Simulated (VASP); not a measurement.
# C (P6_3/mmc) in VASP: a series of runs

The runs below take C through single point, with PBE+D4, revPBE+D4.

All numbers are computed with VASP 6.6.1; they aren't measurements. Logs are shortened: lines on timing, memory, paths and dates and some standing lists are left out, and cuts for length are marked.

### Step 1. The cell of the first run

It takes space group P6_3/mmc (No. 194, hexagonal). The conventional cell has a = 2.510 Å, b = 2.510 Å, c = 12.379 Å, α = 90.00°, β = 90.00°, γ = 120.00°. Within 2.1 Å of C (site symmetry 3m) lie 4 C at 1.54 Å. C (site symmetry 3m) has 4 C at 1.54 Å within 2.0 Å. Within 2.1 Å of C (site symmetry 3m) lie 4 C at 1.54 to 1.56 Å.

### Step 2. Single point, PBE+D4

The input, INCAR:

```
SYSTEM = C
ALGO = Normal
EDIFF = 1E-7
ENCUT = 520
GGA = PE
ISIF = 2
ISMEAR = -1
IVDW = 13
LASPH = .TRUE.
LCHARG = .TRUE.
LELF = .TRUE.
LREAL = .FALSE.
LVHAR = .TRUE.
LWAVE = .FALSE.
NBANDS = 36
NELM = 60
PREC = Accurate
SIGMA = 0.05
```

The input, KPOINTS:

```
k-points
0
G
  12 12 3
  0 0 0
```

The input, POSCAR:

```
C
1.0
    2.5103037923      0.0000000000      0.0000000000
   -1.2551518961      2.1739868553      0.0000000000
    0.0000000000      0.0000000000     12.3791578302
C
12
Direct
    0.6666666667      0.3333333333      0.3549081863
    0.3333333333      0.6666666667      0.8549081863
    0.6666666667      0.3333333333      0.1450918137
    0.3333333333      0.6666666667      0.6450918137
    0.6666666667      0.3333333333      0.4792312865
    0.3333333333      0.6666666667      0.9792312865
    0.6666666667      0.3333333333      0.0207687135
    0.3333333333      0.6666666667      0.5207687135
    0.0000000000      0.0000000000      0.8131287546
    0.0000000000      0.0000000000      0.3131287546
    0.0000000000      0.0000000000      0.6868712454
    0.0000000000      0.0000000000      0.1868712454
```

Potentials or basis: VASP PAW PBE potentials, release 64 (C).

Launch:

```console
$ cat potpaw_PBE.64/C/POTCAR > POTCAR
$ mpirun -np 1 vasp_std > vasp.out
```

OUTCAR:

```text
SYSTEM = C
   EDIFF = 1E-7
   ENCUT = 520
   GGA = PE
   ISIF = 2
   ISMEAR = -1
   IVDW = 13
   LASPH = .TRUE.
   LREAL = .FALSE.
   NELM = 60
   PREC = Accurate

 ion  position               nearest neighbor table
   1  0.667  0.333  0.355-  10 1.54  10 1.54  10 1.54   5 1.54
   2  0.333  0.667  0.855-   9 1.54   9 1.54   9 1.54   6 1.54
   3  0.667  0.333  0.145-  12 1.54  12 1.54  12 1.54   7 1.54
   4  0.333  0.667  0.645-  11 1.54  11 1.54  11 1.54   8 1.54
   5  0.667  0.333  0.479-   8 1.54   8 1.54   8 1.54   1 1.54
   6  0.333  0.667  0.979-   7 1.54   7 1.54   7 1.54   2 1.54
   7  0.667  0.333  0.021-   6 1.54   6 1.54   6 1.54   3 1.54
   8  0.333  0.667  0.521-   5 1.54   5 1.54   5 1.54   4 1.54
   9  0.000  0.000  0.813-   2 1.54   2 1.54   2 1.54  11 1.56
  10  0.000  0.000  0.313-   1 1.54   1 1.54   1 1.54  12 1.56
  11  0.000  0.000  0.687-   4 1.54   4 1.54   4 1.54   9 1.56
  12  0.000  0.000  0.187-   3 1.54   3 1.54   3 1.54  10 1.56

  LATTYP: Found a hexagonal cell.
 ALAT       =     2.5103037923
 C/A-ratio  =     4.9313385369

  Lattice vectors:

 A1 = (   2.5103037923,   0.0000000000,   0.0000000000)
 A2 = (  -1.2551518961,   2.1739868553,   0.0000000000)
 A3 = (   0.0000000000,   0.0000000000,  12.3791578302)

Analysis of symmetry for initial positions (statically):
=====================================================================
 Subroutine PRICEL returns:
 Original cell was already a primitive cell.

 Routine SETGRP: Setting up the symmetry group for a
 hexagonal supercell.

 Subroutine GETGRP returns: Found 24 space group operations
 (whereof 12 operations were pure point group operations)
 out of a pool of 24 trial point group operations.

The static configuration has the point symmetry D_3d.
 The point group associated with its full space group is D_6h.

Analysis of symmetry for dynamics (positions and initial velocities):
=====================================================================
 Subroutine PRICEL returns:
 Original cell was already a primitive cell.

 Routine SETGRP: Setting up the symmetry group for a
 hexagonal supercell.

 Subroutine GETGRP returns: Found 24 space group operations
 (whereof 12 operations were pure point group operations)
 out of a pool of 24 trial point group operations.

The dynamic configuration has the point symmetry D_3d.
 The point group associated with its full space group is D_6h.

 Subroutine INISYM returns: Found 24 space group operations
 (whereof 12 operations are pure point group operations),
 and found     1 'primitive' translations

----------------------------------------------------------------------------------------

                                     Primitive cell

  volume of cell :      67.5576

  direct lattice vectors                    reciprocal lattice vectors
     2.510303792  0.000000000  0.000000000     0.398358160  0.229992191  0.000000000
    -1.255151896  2.173986855  0.000000000     0.000000000  0.459984382  0.000000000
     0.000000000  0.000000000 12.379157830     0.000000000  0.000000000  0.080780940

  length of vectors
     2.510303792  2.510303792 12.379157830     0.459984382  0.459984382  0.080780940

  position of ions in fractional coordinates (direct lattice)
     0.666666667  0.333333333  0.354908186
     0.333333333  0.666666667  0.854908186
     0.666666667  0.333333333  0.145091814
     0.333333333  0.666666667  0.645091814
     0.666666667  0.333333333  0.479231287
     0.333333333  0.666666667  0.979231287
     0.666666667  0.333333333  0.020768713
     0.333333333  0.666666667  0.520768713
     0.000000000  0.000000000  0.813128755
     0.000000000  0.000000000  0.313128755
     0.000000000  0.000000000  0.686871245
     0.000000000  0.000000000  0.186871245

  ion indices of the primitive-cell ions
   primitive index   ion index
                 1           1
                 2           2
                 3           3
                 4           4
                 5           5
                 6           6
                 7           7
                 8           8
                 9           9
                10          10
                11          11
                12          12

----------------------------------------------------------------------------------------

 KPOINTS: k-points

Automatic generation of k-mesh.
 Grid dimensions read from file:
 generate k-points for:   12   12    3

 Generating k-lattice:

  Cartesian coordinates                     Fractional coordinates (reciprocal lattice)
     0.033196513  0.019166016  0.000000000     0.083333333 -0.000000000  0.000000000
     0.000000000  0.038332032  0.000000000     0.000000000  0.083333333  0.000000000
     0.000000000  0.000000000  0.026926980     0.000000000  0.000000000  0.333333333

  Length of vectors
     0.038332032  0.038332032  0.026926980

  Shift w.r.t. Gamma in fractional coordinates (k-lattice)
     0.000000000  0.000000000  0.000000000

 Subroutine IBZKPT returns following result:
 ===========================================

 Found     38 irreducible k-points:

 Following reciprocal coordinates:
            Coordinates               Weight
  0.000000  0.000000  0.000000      1.000000
  0.083333 -0.000000  0.000000      6.000000
  0.166667 -0.000000  0.000000      6.000000
  0.250000 -0.000000  0.000000      6.000000
  0.333333 -0.000000  0.000000      6.000000
  0.416667 -0.000000  0.000000      6.000000
[... 16 lines left out ...]
  0.250000 -0.000000  0.333333     12.000000
  0.333333 -0.000000  0.333333     12.000000
 [... further k-points ...]
   k-points           NKPTS =     38   k-points in BZ     NKDIM =     38   number of bands    NBANDS=     36
   number of dos      NEDOS =    301   number of ions     NIONS =     12
   total plane-waves  NPLWV =  38400
   dimension x,y,z NGX =    20 NGY =   20 NGZ =   96
   dimension x,y,z NGXF=    40 NGYF=   40 NGZF=  192
   ions per type =              12
   NGX,Y,Z   is equivalent  to a cutoff of  13.25, 13.25, 12.89 a.u.
   NGXF,Y,Z  is equivalent  to a cutoff of  26.49, 26.49, 25.78 a.u.
 SYSTEM =  C
   PREC   = accura    normal or accurate (medium, high low for compatibility)
   ISTART =      0    job   : 0-new  1-cont  2-samecut
   ICHARG =      2    charge: 1-file 2-atom 10-const
   ISPIN  =      1    spin polarized calculation?
   LNONCOLLINEAR =      F non collinear calculations
   LSORBIT =      F    spin-orbit coupling
   LASPH  =      T    aspherical Exc in radial PAW
   ENCUT  =  520.0 eV  38.22 Ry    6.18 a.u.   4.67  4.67 23.02*2*pi/ulx,y,z
   NELM   =     60;   NELMIN=  2; NELMDL= -5     # of ELM steps
   EDIFF  = 0.1E-06   stopping-criterion for ELM
   LREAL  =      F    real-space projection
   EDIFFG = 0.1E-05   stopping-criterion for IOM
   NSW    =      0    number of steps for IOM
   IBRION =     -1    ionic relax: 0-MD 1-quasi-New 2-CG
   NFREE  =      0    steps in history (QN), initial steepest desc. (CG)
   ISIF   =      2    stress and relaxation
   ISYM   =      2    0-nonsym 1-usesym 2-fastsym
   POTIM  = 0.5000    time-step for ionic-motion
   TEBEG  =    0.0;   TEEND  =   0.0 temperature during run
   PSTRESS=    0.0 pullay stress
   NELECT =      48.0000    total number of electrons
   NUPDOWN=      -1.0000    fix difference up-down
   EMIN   =  10.00;   EMAX   =-10.00  energy-range for DOS
   EFERMI =   0.00;   METHOD = LEGACY
   ISMEAR =    -1;   SIGMA  =   0.05  broadening in eV -4-tet -1-fermi 0-gaus
   EFERMI_NEDOS =   21; number of points for ismear=-14 and -15
   IALGO  =     38    algorithm
   IMIX   =      4    mixing-type and parameters
     AMIX     =   0.40;   BMIX     =  1.00
     AMIX_MAG =   1.60;   BMIX_MAG =  1.00
  volume/ion in A,a.u.               =       5.63        37.99
  Fermi-wavevector in a.u.,A,eV,Ry     =   1.460821  2.760552 29.034824  2.133999
  Thomas-Fermi vector in A             =   2.577226
   LORBIT       =      0    0 simple, 1 ext, 2 COOP (PROOUT), +10 PAW based schemes
   GGA     = PE    functional components
   LHFCALC =     F    Hartree Fock is set to
   AEXX    =    0.0000 exact exchange contribution
   IVDW    =    13    specifies the selected vdW correction
   LEPSILON=     F    determine dielectric tensor
   LRPA    =     F    only Hartree local field effects (RPA)
 non-spin polarized calculation
  energy-cutoff  :      520.00
  volume of cell :       67.56
 maximum number of plane-waves:      1847
 NGX is ok and might be reduce to    20
   NGX =  9   NGY =  9   NGZ = 47

 number of electron      47.9999996 magnetization

 Free energy of the ion-electron system (eV)
  ---------------------------------------------------
  ext. energy  EPLUGINS =         0.00000000
  ---------------------------------------------------
  free energy    TOTEN  =      -109.02557233 eV

  energy without entropy =     -109.02557233  energy(sigma->0) =     -109.02557233

 E-fermi :  10.8916     XC(G=0): -13.2871

 val. band max:        9.9282747361   @ k =   0.0000   0.0000   0.0000
 cond. band min:      14.3957354365   @ k =   0.3333  -0.0000   0.0000
 fundamental gap:      4.4674607004
 Fermi energy:        10.8916149393

 k-point     1 :       0.0000    0.0000    0.0000
  band No.  band energies     occupation
      1     -11.7498      2.00000
      2     -11.0229      2.00000
      3     -10.9462      2.00000
      4      -8.7718      2.00000
      5      -8.7107      2.00000
      6      -6.0010      2.00000
[... 28 lines left out ...]
     35      17.9352      0.00000
     36      18.1427      0.00000
[... 866 lines left out ...]
      6      -4.2029      2.00000
[... 28 lines left out ...]
     35      19.0712      0.00000
     36      19.7407      0.00000

 [... further k-points ...]

------------------------ aborting loop because EDIFF is reached ----------------------------------------

  DFT-D4 for vdW energy calculation

  Edisp (eV):   -2.57492

  FORCE on cell =-STRESS in cart. coord.  units (eV):
  Direction    XX          YY          ZZ          XY          YZ          ZX
  --------------------------------------------------------------------------------------
  -------------------------------------------------------------------------------------
  Total       0.30601     0.30601     0.28563     0.00000     0.00000     0.00000
  in kB       7.25733     7.25733     6.77399     0.00000     0.00000     0.00000
  external pressure =        7.10 kB  Pullay stress =        0.00 kB

 VOLUME and BASIS-vectors are now :
 -----------------------------------------------------------------------------
  energy-cutoff  :      520.00
  volume of cell :       67.56
      direct lattice vectors                 reciprocal lattice vectors
     2.510303792  0.000000000  0.000000000     0.398358160  0.229992191  0.000000000
    -1.255151896  2.173986855  0.000000000     0.000000000  0.459984382  0.000000000
     0.000000000  0.000000000 12.379157830     0.000000000  0.000000000  0.080780940

 POSITION                                       TOTAL-FORCE (eV/Angst)
 -----------------------------------------------------------------------------------
      1.25515      0.72466      4.39346        -0.000000     -0.000000     -0.001977
     -0.00000      1.44932     10.58304         0.000000      0.000000     -0.001977
      1.25515      0.72466      1.79611         0.000000     -0.000000      0.001977
     -0.00000      1.44932      7.98569        -0.000000      0.000000      0.001977
      1.25515      0.72466      5.93248         0.000000     -0.000000      0.001180
     -0.00000      1.44932     12.12206        -0.000000      0.000000      0.001180
      1.25515      0.72466      0.25710         0.000000     -0.000000     -0.001180
     -0.00000      1.44932      6.44668        -0.000000      0.000000     -0.001180
      0.00000      0.00000     10.06585        -0.000000      0.000000     -0.002640
      0.00000      0.00000      3.87627        -0.000000      0.000000     -0.002640
      0.00000      0.00000      8.50289        -0.000000      0.000000      0.002640
      0.00000      0.00000      2.31331        -0.000000     -0.000000      0.002640
 -----------------------------------------------------------------------------------
    total drift:                               -0.000000      0.000000      0.000000

  FREE ENERGIE OF THE ION-ELECTRON SYSTEM (eV)
  ---------------------------------------------------
  free  energy   TOTEN  =      -111.6004969049 eV

  energy  without entropy=     -111.6004969048  energy(sigma->0) =     -111.60049690
```

Run time: 2.2 min. Hardware: 1 thread of Intel Xeon 8259CL, shared host; peak memory 0.21 GiB.

What came out:

| Property | Result |
| --- | --- |
| Free energy | -111.6005 eV |
| Pressure | 0.7 GPa |
| Band gap on the k mesh | 4.47 eV (least direct gap 5.40 eV) |
| Dispersion energy per atom | -0.215 eV |

Forces in eV/Å, atoms in the order of the input:
```
C    0.000  0.000 -0.002
C    0.000  0.000 -0.002
C    0.000  0.000  0.002
C    0.000  0.000  0.002
C    0.000  0.000  0.001
C    0.000  0.000  0.001
C    0.000  0.000 -0.001
C    0.000  0.000 -0.001
C    0.000  0.000 -0.003
C    0.000  0.000 -0.003
C    0.000  0.000  0.003
C    0.000  0.000  0.003
```

Levels at points of the mesh, in eV from the valence-band top:
| k point | band 20 | band 21 | band 22 | band 23 | band 24 | band 25 | band 26 | band 27 | band 28 | band 29 |
| --- | --- | --- | --- | --- | --- | --- | --- | --- | --- | --- |
| (0.00, 0.00, 0.00) | -0.98 | -0.98 | -0.15 | 0.00 | 0.00 | 5.40 | 5.40 | 5.53 | 6.50 | 6.50 |
| (0.50, 0.00, 0.00) | -4.41 | -4.10 | -4.06 | -3.64 | -2.93 | 4.64 | 5.24 | 5.30 | 5.62 | 6.71 |

A k mesh can miss the band edges.

### Step 3. Single point, revPBE+D4

This run uses another cell than the first one, of 5.67 Å³/atom.

The input, INCAR:

```
  PREC = Accurate
  ENCUT = 520
  EDIFF = 1E-6
  ISMEAR = -1
  SIGMA = 0.05
  LREAL = False
  LASPH = True
  NELM = 80
  ALGO = Normal
  ISIF = 2
  LWAVE = False
  LCHARG = True
  GGA = RE
  IVDW = 13
  LELF = True
  LVHAR = True
  NBANDS = 36
```

The input, KPOINTS:

```
regular mesh
0
Gamma
  12 12 3
```

The input, POSCAR:

```
C
1.0
    2.5221000000      0.0000000000      0.0000000000
   -1.2610500000      2.1842026709      0.0000000000
    0.0000000000      0.0000000000     12.3557000000
C
12
Direct
    0.6666666667      0.3333333333      0.3541700000
    0.3333333333      0.6666666667      0.8541700000
    0.6666666667      0.3333333333      0.1458300000
    0.3333333333      0.6666666667      0.6458300000
    0.6666666667      0.3333333333      0.4791700000
    0.3333333333      0.6666666667      0.9791700000
    0.6666666667      0.3333333333      0.0208300000
    0.3333333333      0.6666666667      0.5208300000
    0.0000000000      0.0000000000      0.8125000000
    0.0000000000      0.0000000000      0.3125000000
    0.0000000000      0.0000000000      0.6875000000
    0.0000000000      0.0000000000      0.1875000000
```

Potentials or basis: VASP PAW PBE potentials, release 64 (C).

Launch:

```console
$ cat potpaw_PBE.64/C/POTCAR > POTCAR
$ mpirun -np 1 vasp_std > vasp.out
```

It took 1.7 min on 1 thread of Intel Xeon 8259CL, shared host; peak memory 0.21 GiB.

The run converged. Its results:

```yaml
Free_energy: -110.1566 eV
Pressure: -5.6 GPa
Largest_force: 0.336 eV/Å
Band_gap_on_the_k_mesh: 4.37 eV (least direct gap 5.30 eV)
Dispersion_energy_per_atom: -0.499 eV
```

Forces in eV/Å, atoms in the order of the input:
```
C    0.000  0.000  0.307
C    0.000  0.000  0.307
C    0.000  0.000 -0.307
C    0.000  0.000 -0.307
C    0.000  0.000 -0.022
C    0.000  0.000 -0.022
C    0.000  0.000  0.022
C    0.000  0.000  0.022
C    0.000  0.000  0.336
C    0.000  0.000  0.336
C    0.000  0.000 -0.336
C    0.000  0.000 -0.336
```

Stress tensor (GPa, compression positive):
```
-8.35  0.00  0.00
 0.00 -8.35  0.00
 0.00  0.00 -0.14
```

Levels at points of the mesh, in eV from the valence-band top:
| k point | band 20 | band 21 | band 22 | band 23 | band 24 | band 25 | band 26 | band 27 | band 28 | band 29 |
| --- | --- | --- | --- | --- | --- | --- | --- | --- | --- | --- |
| (0.00, 0.00, 0.00) | -0.99 | -0.99 | -0.15 | 0.00 | 0.00 | 5.30 | 5.30 | 5.67 | 6.38 | 6.38 |
| (0.50, 0.00, 0.00) | -4.33 | -4.07 | -4.07 | -3.64 | -2.90 | 4.52 | 5.09 | 5.25 | 5.62 | 6.83 |

Caveat: the stress differs along the axes, from -8 to -0 GPa; the PAW data sets were made with another functional, which shifts forces and pressure a little.

[end of part 1 of 2]
